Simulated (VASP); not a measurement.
# Ge (Fd-3m) in VASP: settings compared

Ge is run at these levels: PBEsol, HSE06, LDA; tasks: single point.

Everything below comes from runs of VASP 6.6.1. Logs are shortened: lines on timing, memory, paths and dates and some standing lists are left out, and cuts for length are marked.

**The experiment to reproduce.**

From “Electronic and optical properties of SixGe1-x-ySny alloys lattice-matched to Ge”, 2021, arxiv:2109.02782, for a bulk crystal of Ge at 293 K: band gap 0.666 eV (indirect).

The results are compared with them further down.

## (1) The cell of the first run

It takes space group Fd-3m (No. 227, cubic). The conventional cell has a = 5.769 Å, b = 5.769 Å, c = 5.769 Å, α = 90.00°, β = 90.00°, γ = 90.00°. Within 3.3 Å of Ge (site symmetry -43m) lie 4 Ge at 2.50 Å.

## (2) Single point, PBEsol (volume scaled by 1.06)

INCAR reads:

```
PREC = Accurate
ENCUT = 520
EDIFF = 1E-7
ISMEAR = -1
SIGMA = 0.05
LREAL = False
LASPH = True
NELM = 60
ALGO = Normal
ISIF = 2
LWAVE = False
LCHARG = False
GGA = PS
NBANDS = 21
```

KPOINTS reads:

```
Automatic mesh
0
Gamma
  8 8 8
```

POSCAR reads:

```
Ge
1.0
    0.0000000000      2.8843929095      2.8843929095
    2.8843929095      0.0000000000      2.8843929095
    2.8843929095      2.8843929095      0.0000000000
Ge
2
Direct
    0.7500000000      0.7500000000      0.7500000000
    0.5000000000      0.5000000000      0.5000000000
```

Potentials or basis: VASP PAW PBE potentials, release 64 (Ge_d).

Started as:

```console
> cat potpaw_PBE.64/Ge_d/POTCAR > POTCAR
> mpirun -np 1 vasp_std > vasp.out
```

OUTCAR:

```text
PREC = Accurate
   ENCUT = 520
   EDIFF = 1E-7
   ISMEAR = -1
   LREAL = False
   LASPH = True
   NELM = 60
   ISIF = 2
   GGA = PS

 ion  position               nearest neighbor table
   1  0.750  0.750  0.750-   2 2.50   2 2.50   2 2.50   2 2.50
   2  0.500  0.500  0.500-   1 2.50   1 2.50   1 2.50   1 2.50

  LATTYP: Found a face centered cubic cell.
 ALAT       =     5.7687858190

  Lattice vectors:

 A1 = (   0.0000000000,   2.8843929095,   2.8843929095)
 A2 = (   2.8843929095,   0.0000000000,   2.8843929095)
 A3 = (   2.8843929095,   2.8843929095,   0.0000000000)

Analysis of symmetry for initial positions (statically):
=====================================================================
 Subroutine PRICEL returns:
 Original cell was already a primitive cell.

 Routine SETGRP: Setting up the symmetry group for a
 face centered cubic supercell.

 Subroutine GETGRP returns: Found 48 space group operations
 (whereof 24 operations were pure point group operations)
 out of a pool of 48 trial point group operations.

The static configuration has the point symmetry T_d .
 The point group associated with its full space group is O_h .

Analysis of symmetry for dynamics (positions and initial velocities):
=====================================================================
 Subroutine PRICEL returns:
 Original cell was already a primitive cell.

 Routine SETGRP: Setting up the symmetry group for a
 face centered cubic supercell.

 Subroutine GETGRP returns: Found 48 space group operations
 (whereof 24 operations were pure point group operations)
 out of a pool of 48 trial point group operations.

The dynamic configuration has the point symmetry T_d .
 The point group associated with its full space group is O_h .

 Subroutine INISYM returns: Found 48 space group operations
 (whereof 24 operations are pure point group operations),
 and found     1 'primitive' translations

----------------------------------------------------------------------------------------

                                     Primitive cell

  volume of cell :      47.9947

  direct lattice vectors                    reciprocal lattice vectors
     0.000000000  2.884392909  2.884392909    -0.173346703  0.173346703  0.173346703
     2.884392909  0.000000000  2.884392909     0.173346703 -0.173346703  0.173346703
     2.884392909  2.884392909  0.000000000     0.173346703  0.173346703 -0.173346703

  length of vectors
     4.079147572  4.079147572  4.079147572     0.300245296  0.300245296  0.300245296

  position of ions in fractional coordinates (direct lattice)
     0.750000000  0.750000000  0.750000000
     0.500000000  0.500000000  0.500000000

  ion indices of the primitive-cell ions
   primitive index   ion index
                 1           1
                 2           2

----------------------------------------------------------------------------------------

 KPOINTS: Automatic mesh

Automatic generation of k-mesh.
 Grid dimensions read from file:
 generate k-points for:    8    8    8

 Generating k-lattice:

  Cartesian coordinates                     Fractional coordinates (reciprocal lattice)
    -0.021668338  0.021668338  0.021668338     0.125000000  0.000000000  0.000000000
     0.021668338 -0.021668338  0.021668338     0.000000000  0.125000000  0.000000000
     0.021668338  0.021668338 -0.021668338     0.000000000  0.000000000  0.125000000

  Length of vectors
     0.037530662  0.037530662  0.037530662

  Shift w.r.t. Gamma in fractional coordinates (k-lattice)
     0.000000000  0.000000000  0.000000000

 Subroutine IBZKPT returns following result:
 ===========================================

 Found     29 irreducible k-points:

 Following reciprocal coordinates:
            Coordinates               Weight
  0.000000  0.000000  0.000000      1.000000
  0.125000  0.000000  0.000000      8.000000
  0.250000  0.000000  0.000000      8.000000
  0.375000  0.000000  0.000000      8.000000
  0.500000  0.000000  0.000000      4.000000
  0.125000  0.125000  0.000000      6.000000
[... 16 lines left out ...]
  0.500000  0.250000  0.125000     48.000000
 -0.375000  0.250000  0.125000     24.000000
 [... further k-points ...]
   k-points           NKPTS =     29   k-points in BZ     NKDIM =     29   number of bands    NBANDS=     21
   number of dos      NEDOS =    301   number of ions     NIONS =      2
   total plane-waves  NPLWV =  27000
   dimension x,y,z NGX =    30 NGY =   30 NGZ =   30
   dimension x,y,z NGXF=    60 NGYF=   60 NGZF=   60
   ions per type =               2
   NGX,Y,Z   is equivalent  to a cutoff of  12.23, 12.23, 12.23 a.u.
   NGXF,Y,Z  is equivalent  to a cutoff of  24.45, 24.45, 24.45 a.u.
 SYSTEM =  unknown system
   PREC   = accura    normal or accurate (medium, high low for compatibility)
   ISTART =      0    job   : 0-new  1-cont  2-samecut
   ICHARG =      2    charge: 1-file 2-atom 10-const
   ISPIN  =      1    spin polarized calculation?
   LNONCOLLINEAR =      F non collinear calculations
   LSORBIT =      F    spin-orbit coupling
   LASPH  =      T    aspherical Exc in radial PAW
   ENCUT  =  520.0 eV  38.22 Ry    6.18 a.u.   7.58  7.58  7.58*2*pi/ulx,y,z
   NELM   =     60;   NELMIN=  2; NELMDL= -5     # of ELM steps
   EDIFF  = 0.1E-06   stopping-criterion for ELM
   LREAL  =      F    real-space projection
   EDIFFG = 0.1E-05   stopping-criterion for IOM
   NSW    =      0    number of steps for IOM
   IBRION =     -1    ionic relax: 0-MD 1-quasi-New 2-CG
   NFREE  =      0    steps in history (QN), initial steepest desc. (CG)
   ISIF   =      2    stress and relaxation
   ISYM   =      2    0-nonsym 1-usesym 2-fastsym
   POTIM  = 0.5000    time-step for ionic-motion
   TEBEG  =    0.0;   TEEND  =   0.0 temperature during run
   PSTRESS=    0.0 pullay stress
   NELECT =      28.0000    total number of electrons
   NUPDOWN=      -1.0000    fix difference up-down
   EMIN   =  10.00;   EMAX   =-10.00  energy-range for DOS
   EFERMI =   0.00;   METHOD = LEGACY
   ISMEAR =    -1;   SIGMA  =   0.05  broadening in eV -4-tet -1-fermi 0-gaus
   EFERMI_NEDOS =   21; number of points for ismear=-14 and -15
   IALGO  =     38    algorithm
   IMIX   =      4    mixing-type and parameters
     AMIX     =   0.40;   BMIX     =  1.00
     AMIX_MAG =   1.60;   BMIX_MAG =  1.00
  volume/ion in A,a.u.               =      24.00       161.94
  Fermi-wavevector in a.u.,A,eV,Ry     =   1.367928  2.585008 25.459572  1.871226
  Thomas-Fermi vector in A             =   2.493937
   LORBIT       =      0    0 simple, 1 ext, 2 COOP (PROOUT), +10 PAW based schemes
   GGA     = PS    functional components
   LHFCALC =     F    Hartree Fock is set to
   AEXX    =    0.0000 exact exchange contribution
   IVDW    =     0    specifies the selected vdW correction
   LEPSILON=     F    determine dielectric tensor
   LRPA    =     F    only Hartree local field effects (RPA)
 non-spin polarized calculation
  energy-cutoff  :      520.00
  volume of cell :       47.99
 maximum number of plane-waves:      1308
   NGX = 15   NGY = 15   NGZ = 15

 number of electron      27.9999976 magnetization

 Free energy of the ion-electron system (eV)
  ---------------------------------------------------
  ext. energy  EPLUGINS =         0.00000000
  ---------------------------------------------------
  free energy    TOTEN  =        -9.84167323 eV

  energy without entropy =       -9.84041503  energy(sigma->0) =       -9.84104413

 E-fermi :   4.2332     XC(G=0):  -9.8542

 val. band max:        4.0020688421   @ k =   0.1250   0.0000   0.0000
 cond. band min:       4.2652524078   @ k =   0.5000   0.0000   0.0000
 fundamental gap:      0.2631835657
 Fermi energy:         4.2332301014

 k-point     1 :       0.0000    0.0000    0.0000
  band No.  band energies     occupation
      1     -20.3758      2.00000
      2     -20.3758      2.00000
      3     -20.3758      2.00000
      4     -20.3436      2.00000
      5     -20.3436      2.00000
      6     -20.1612      2.00000
[... 13 lines left out ...]
     20      13.6347      0.00000
     21      13.6347      0.00000

 k-point     2 :       0.1250    0.0000    0.0000
  band No.  band energies     occupation
      1     -20.3827      2.00000
      2     -20.3827      2.00000
      3     -20.3736      2.00000
      4     -20.3340      2.00000
      5     -20.3340      2.00000
      6     -20.1726      2.00000
[... 13 lines left out ...]
     20      12.7566      0.00000
     21      12.7566      0.00000

 k-point     3 :       0.2500    0.0000    0.0000
  band No.  band energies     occupation
      1     -20.3914      2.00000
      2     -20.3914      2.00000
      3     -20.3681      2.00000
      4     -20.3193      2.00000
      5     -20.3193      2.00000
      6     -20.1849      2.00000
[... 13 lines left out ...]
     20      12.5003      0.00000
     21      12.5003      0.00000

 k-point     4 :       0.3750    0.0000    0.0000
  band No.  band energies     occupation
      1     -20.3960      2.00000
      2     -20.3960      2.00000
      3     -20.3625      2.00000
      4     -20.3100      2.00000
      5     -20.3100      2.00000
      6     -20.1916      2.00000
[... 13 lines left out ...]
     20      13.5908      0.00000
     21      13.5908      0.00000

 k-point     5 :       0.5000    0.0000    0.0000
  band No.  band energies     occupation
      1     -20.3971      2.00000
      2     -20.3971      2.00000
      3     -20.3601      2.00000
      4     -20.3075      2.00000
      5     -20.3075      2.00000
      6     -20.1932      2.00000
[... 13 lines left out ...]
     20      14.6468      0.00000
     21      15.1714      0.00000

 k-point     6 :       0.1250    0.1250    0.0000
  band No.  band energies     occupation
      1     -20.3818      2.00000
      2     -20.3808      2.00000
      3     -20.3808      2.00000
      4     -20.3360      2.00000
      5     -20.3237      2.00000
      6     -20.1914      2.00000
[... 13 lines left out ...]
     20      11.5863      0.00000
     21      13.8918      0.00000

 k-point     7 :       0.2500    0.1250    0.0000
  band No.  band energies     occupation
      1     -20.3939      2.00000
      2     -20.3880      2.00000
      3     -20.3728      2.00000
      4     -20.3240      2.00000
      5     -20.3066      2.00000
      6     -20.2091      2.00000
[... 13 lines left out ...]
     20      12.8873      0.00000
     21      13.6735      0.00000
[... 291 lines left out ...]
      1     -20.4199      2.00000
      2     -20.4063      2.00000
      3     -20.3278      2.00000
      4     -20.2774      2.00000
      5     -20.2558      2.00000
      6     -20.2439      2.00000
[... 13 lines left out ...]
     20      13.9165      0.00000
     21      17.1839      0.00000

 k-point    21 :       0.5000    0.5000    0.0000
  band No.  band energies     occupation
      1     -20.4056      2.00000
      2     -20.4056      2.00000
      3     -20.3295      2.00000
      4     -20.3295      2.00000
      5     -20.2458      2.00000
      6     -20.2458      2.00000
[... 13 lines left out ...]
     20      15.2552      0.00000
     21      16.7802      0.00000

 k-point    22 :       0.3750    0.2500    0.1250
  band No.  band energies     occupation
      1     -20.4004      2.00000
      2     -20.3986      2.00000
      3     -20.3608      2.00000
      4     -20.3127      2.00000
      5     -20.2884      2.00000
      6     -20.2278      2.00000
[... 13 lines left out ...]
     20      14.0127      0.00000
     21      14.3649      0.00000

 k-point    23 :       0.5000    0.2500    0.1250
  band No.  band energies     occupation
      1     -20.4109      2.00000
      2     -20.4040      2.00000
      3     -20.3419      2.00000
      4     -20.2997      2.00000
      5     -20.2774      2.00000
      6     -20.2354      2.00000
[... 13 lines left out ...]
     20      13.5991      0.00000
     21      15.4298      0.00000

 k-point    24 :      -0.3750    0.2500    0.1250
  band No.  band energies     occupation
      1     -20.4154      2.00000
      2     -20.4053      2.00000
      3     -20.3333      2.00000
      4     -20.2902      2.00000
      5     -20.2786      2.00000
      6     -20.2312      2.00000
[... 13 lines left out ...]
     20      14.9503      0.00000
     21      15.3657      0.00000

 [... further k-points ...]

------------------------ aborting loop because EDIFF is reached ----------------------------------------

  FORCE on cell =-STRESS in cart. coord.  units (eV):
  Direction    XX          YY          ZZ          XY          YZ          ZX
  --------------------------------------------------------------------------------------
  -------------------------------------------------------------------------------------
  Total       -0.8923085     -0.8923085     -0.8923085     -0.0000000      0.0000000     -0.0000000
  in kB      -29.7873831    -29.7873831    -29.7873831     -0.0000000      0.0000000     -0.0000000
  external PRESSURE =     -29.7873831 kB  Pullay stress =       0.0000000 kB

 VOLUME and BASIS-vectors are now :
 -----------------------------------------------------------------------------
  energy-cutoff  :      520.00
  volume of cell :       47.99
      direct lattice vectors                 reciprocal lattice vectors
     0.000000000  2.884392909  2.884392909    -0.173346703  0.173346703  0.173346703
     2.884392909  0.000000000  2.884392909     0.173346703 -0.173346703  0.173346703
     2.884392909  2.884392909  0.000000000     0.173346703  0.173346703 -0.173346703

 POSITION                                       TOTAL-FORCE (eV/Angst)
 -----------------------------------------------------------------------------------
      4.32659      4.32659      4.32659         0.000000      0.000000      0.000000
      2.88439      2.88439      2.88439        -0.000000     -0.000000     -0.000000
 -----------------------------------------------------------------------------------
    total drift:                                0.000000     -0.000000     -0.000000

  FREE ENERGIE OF THE ION-ELECTRON SYSTEM (eV)
  ---------------------------------------------------
  free  energy   TOTEN  =        -9.8416732316 eV

  energy  without entropy=       -9.8404150262  energy(sigma->0) =       -9.84104413
```

Wall time 15 s (1 thread of Intel Xeon 6975P-C (Granite Rapids), shared host); peak memory 0.17 GiB.

What came out:

```
Free energy            : -9.8417 eV
Pressure               : -3.0 GPa
Band gap on the k mesh : zero (band 14 reaches 4.31 eV, above the bottom of band 15 at 4.27 eV)
```

Caveat: the PAW data sets were made with another functional, which shifts forces and pressure a little.

[end of part 1 of 2]
